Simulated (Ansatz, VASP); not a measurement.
Two plane-wave programs on Al

```
CELL_PARAMETERS angstrom
4.54395 0.00000 0.00000
-2.27197 3.93517 0.00000
0.00000 0.00000 2.78544
ATOMIC_POSITIONS crystal
Al 0.00000 0.00000 0.00000
Al 0.33333 0.66667 0.50000
Al 0.66667 0.33333 0.50000
```

Alike in both runs: task relaxation of cell and atoms; functional PBE; k mesh 8 × 8 × 11; occupations fermi-dirac, width 0.1 eV; no spin polarisation.

|  | VASP | Ansatz |
| --- | --- | --- |
| version | VASP 6.6.1 | Ansatz 0.2.0 |
| potentials or method | VASP PAW PBE potentials, release 64 (Al), cutoff 500 eV | plane waves (420 eV) with PAW, scalar-relativistic |
| valence electrons in the cell | 9 | 9 |

```csv
,VASP,Ansatz,Ansatz less VASP
relaxed volume (Å³/atom),17.20,17.20,0.000
relaxed length of the cell vector where the two differ most in proportion (Å),2.836,2.836,-0.0002
```
